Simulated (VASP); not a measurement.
# SiO2 (Imma) in VASP: further runs, part 2 of 2

VASP 6.6.1. Earlier steps stand in the parts before.

**3. Single point, PBEsol+D3(BJ)**

This run uses another cell than the first one, of 17.70 Å³/atom.

File INCAR:

```
PREC = Accurate ; ENCUT = 520
EDIFF = 1E-6 ; ISMEAR = -1
SIGMA = 0.05 ; LREAL = False
LASPH = True ; NELM = 60
ALGO = Normal ; ISIF = 2
LWAVE = False ; LCHARG = False
GGA = PS ; IVDW = 12
NBANDS = 44
```

File KPOINTS:

```
Automatic mesh
0
Gamma
  6 6 6
```

File POSCAR:

```
SiO2
1.0
   -2.6304166113      4.4527292092      4.5334109504
    2.6304166113     -4.4527292092      4.5334109504
    2.6304166113      4.4527292092     -4.5334109504
Si O
4 8
Direct
    0.2675419577      0.8369129789      0.4306289788
    0.0937159999      0.1630870211      0.9306289788
    0.7324580423      0.1630870211      0.5693710212
    0.9062840001      0.8369129789      0.0693710212
    0.5000000000      0.0000000000      0.5000000000
    0.0000000000      0.0000000000      0.0000000000
    0.7615480757      0.0000000000      0.2615480757
    0.2384519243      0.5000000000      0.2384519243
    0.2384519243      0.0000000000      0.7384519243
    0.7615480757      0.5000000000      0.7615480757
    0.9019381548      0.1519381548      0.7500000000
    0.0980618452      0.8480618452      0.2500000000
```

Potentials or basis: VASP PAW PBE potentials, release 64 (Si, O).

Command:

```sh
$ cat potpaw_PBE.64/Si/POTCAR potpaw_PBE.64/O/POTCAR > POTCAR
$ mpirun -np 1 vasp_std > vasp.out
```

It took 5.1 min on 1 thread of Intel Xeon 6975P-C (Granite Rapids), shared host; peak memory 0.55 GiB.

It converged, with:

```yaml
Free_energy: -99.4990 eV
Pressure: 0.3 GPa
Largest_force: 0.047 eV/Å
Band_gap_on_the_k_mesh: 5.49 eV
Dispersion_energy_per_atom: -0.076 eV
```

Forces on the atoms (eV/Å):
```
Si   0.000  0.039  0.026
Si   0.000  0.039 -0.026
Si   0.000 -0.039 -0.026
Si   0.000 -0.039  0.026
O    0.000  0.000  0.000
O    0.000  0.000  0.000
O    0.000 -0.017  0.000
O    0.000  0.017  0.000
O    0.000  0.017  0.000
O    0.000 -0.017  0.000
O    0.000  0.000  0.005
O    0.000  0.000 -0.005
```

Stress tensor (GPa, compression positive):
```
0.43 0.00 0.00
0.00 0.21 0.00
0.00 0.00 0.36
```

Levels at points of the mesh, in eV from the valence-band top:
```tsv
k point	band 29	band 30	band 31	band 32	band 33	band 34	band 35	band 36
(0.00, 0.00, 0.00)	-0.78	-0.75	-0.51	0.00	5.49	8.48	8.64	8.85
(0.50, 0.00, 0.00)	-0.66	-0.56	-0.36	-0.26	6.54	7.06	8.50	8.97
(0.00, 0.50, 0.00)	-0.92	-0.82	-0.79	-0.28	7.61	7.87	8.48	8.63
(0.50, 0.50, 0.00)	-0.92	-0.92	-0.53	-0.53	7.78	7.78	8.81	8.81
(0.50, 0.50, 0.50)	-0.66	-0.40	-0.33	0.00	7.50	7.53	7.84	8.12
```

Caveat: three body term missing; the PAW data sets were made with another functional, which shifts forces and pressure a little. A k mesh can miss the band edges.

**4. Single point, LDA**

This run uses another cell than the first one, of 18.55 Å³/atom.

File INCAR:

```
PREC     = Accurate       # precision mode
ENCUT    = 520            # plane-wave cutoff, eV
EDIFF    = 1E-6           # SCF threshold, eV
ISMEAR   = -1             # smearing method
SIGMA    = 0.05           # smearing width, eV
LREAL    = F              # projectors in reciprocal space
LASPH    = T              # aspherical terms in the spheres
NELM     = 60             # most SCF steps
ALGO     = Normal         # electronic algorithm
ISIF     = 2              # what is computed and relaxed
LWAVE    = F              # write WAVECAR
LCHARG   = F              # write CHGCAR
NBANDS   = 44             # bands
```

File KPOINTS:

```
regular mesh
0
Gamma
  6 6 6
```

File POSCAR:

```
SiO2
1.0
   -2.6233364600      4.7767535050      4.4416747250
    2.6233364600     -4.7767535050      4.4416747250
    2.6233364600      4.7767535050     -4.4416747250
Si O
4 8
Direct
    0.2603409800      0.8449448900      0.4153960900
    0.0704512000      0.1550551100      0.9153960900
    0.7396590200      0.1550551100      0.5846039100
    0.9295488000      0.8449448900      0.0846039100
    0.5000000000      0.0000000000      0.5000000000
    0.0000000000      0.0000000000      0.0000000000
    0.7931754100      0.0000000000      0.2931754100
    0.2068245900      0.5000000000      0.2068245900
    0.2068245900      0.0000000000      0.7068245900
    0.7931754100      0.5000000000      0.7931754100
    0.8693111300      0.1193111300      0.7500000000
    0.1306888700      0.8806888700      0.2500000000
```

Potentials or basis: VASP PAW LDA potentials, release 64 (Si, O).

Command:

```sh
$ cat potpaw_LDA.64/Si/POTCAR potpaw_LDA.64/O/POTCAR > POTCAR
$ mpirun -np 1 vasp_std > vasp.out
```

OUTCAR:

```text
PREC = Accurate
   ENCUT = 520
   EDIFF = 1E-6
   ISMEAR = -1
   LREAL = F
   LASPH = T
   NELM = 60
   ISIF = 2

 ion  position               nearest neighbor table
   1  0.260  0.845  0.415-   5 1.60   8 1.61   9 1.61  12 1.61   2 3.12   2 3.12
   2  0.070  0.155  0.915-   6 1.60   8 1.61   9 1.61  11 1.61   1 3.12   1 3.12
   3  0.740  0.155  0.585-   5 1.60   7 1.61  10 1.61  11 1.61   4 3.12   4 3.12
   4  0.930  0.845  0.085-   6 1.60  10 1.61   7 1.61  12 1.61   3 3.12   3 3.12
   5  0.500  0.000  0.500-   1 1.60   3 1.60
   6  0.000  0.000  0.000-   2 1.60   4 1.60
[... 1361 lines left out ...]
 VOLUME and BASIS-vectors are now :
 -----------------------------------------------------------------------------
  energy-cutoff  :      520.00
  volume of cell :      222.64
      direct lattice vectors                 reciprocal lattice vectors
    -2.623336460  4.776753505  4.441674725     0.000000000  0.104673603  0.112570152
     2.623336460 -4.776753505  4.441674725     0.190596977  0.000000000  0.112570152
     2.623336460  4.776753505 -4.441674725     0.190596977  0.104673603  0.000000000

 POSITION                                       TOTAL-FORCE (eV/Angst)
 -----------------------------------------------------------------------------------
      2.62334     -0.80826      3.06427         0.000000     -0.043368     -0.025597
      2.62334      3.96849     -3.06427         0.000000     -0.043368      0.025597
      0.00000      5.58502      1.37741        -0.000000      0.043368      0.025597
     -0.00000      0.80826      7.50594         0.000000      0.043368     -0.025597
      0.00000      4.77675      0.00000         0.000000      0.000000      0.000000
      0.00000      0.00000      0.00000         0.000000      0.000000      0.000000
     -1.31167      5.18923      2.22084         0.000000      0.025966      0.000000
      1.31167     -0.41248      2.22084         0.000000     -0.025966      0.000000
      1.31167      4.36428     -2.22084         0.000000     -0.025966      0.000000
      1.31167      5.18923      2.22084         0.000000      0.025966      0.000000
     -0.00000      7.16513      1.05988        -0.000000      0.000000      0.030237
      2.62334     -2.38838      3.38179         0.000000      0.000000     -0.030237
 -----------------------------------------------------------------------------------
    total drift:                               -0.000000     -0.000000      0.000000

  FREE ENERGIE OF THE ION-ELECTRON SYSTEM (eV)
  ---------------------------------------------------
  free  energy   TOTEN  =      -103.6094690673 eV

  energy  without entropy=     -103.6094690673  energy(sigma->0) =     -103.60946907
```

stdout:

```text
POSCAR found type information on POSCAR SiO
 POSCAR found :  2 types and      12 ions
 scaLAPACK will be used
 LDA part: xc-table for (Slater(with rela. corr.)+CA(PZ))
 , standard interpolation
 POSCAR, INCAR and KPOINTS ok, starting setup
 FFT: planning ... GRIDC
 FFT: planning ... GRID_SOFT
 FFT: planning ... GRID
 WAVECAR not read
 entering main loop
```

Wall time 13 min (1 thread of Intel Xeon Platinum 8488C (Sapphire Rapids), shared host); peak memory 0.5 GiB.

What came out:

```
Free energy            : -103.6095 eV
Pressure               : -0.8 GPa
Largest force          : 0.050 eV/Å
Band gap on the k mesh : 5.41 eV
```

Forces in eV/Å, atoms in the order of the input:
```
Si   0.000 -0.043 -0.026
Si   0.000 -0.043  0.026
Si   0.000  0.043  0.026
Si   0.000  0.043 -0.026
O    0.000  0.000  0.000
O    0.000  0.000  0.000
O    0.000  0.026  0.000
O    0.000 -0.026  0.000
O    0.000 -0.026  0.000
O    0.000  0.026  0.000
O    0.000  0.000  0.030
O    0.000  0.000 -0.030
```

A k mesh can miss the band edges.

**5. The runs side by side**

```tsv
level	potentials or basis	cell	gap on the mesh (eV)	pressure (GPa)	largest force (eV/Å)
PBEsol+D3(BJ)	VASP PAW PBE potentials, release 64 (Si, O)	a = 6.810 Å, angles 134.5, 100.9, 96.3°, 12 atoms, atomic positions A	5.49	0.4	0.05
PBEsol+D3(BJ)	VASP PAW PBE potentials, release 64 (Si, O)	a = 6.877 Å, angles 135.0, 99.3, 97.5°, 12 atoms, atomic positions B	5.49	0.3	0.05
LDA	VASP PAW LDA potentials, release 64 (Si, O)	a = 7.030 Å, angles 136.2, 94.4, 101.6°, 12 atoms, atomic positions C	5.41	-0.8	0.05
```

Alike in all rows: task single point; no spin polarisation; k mesh 6 × 6 × 6; cutoff (eV) 520; smearing fermi-dirac 0.05 eV.

Caveats: the PAW data sets were made with another functional, which shifts forces and pressure a little (at least some runs); three body term missing (at least some runs).

Total energies depend on the potentials used, so only differences within one code and one set of settings carry meaning.
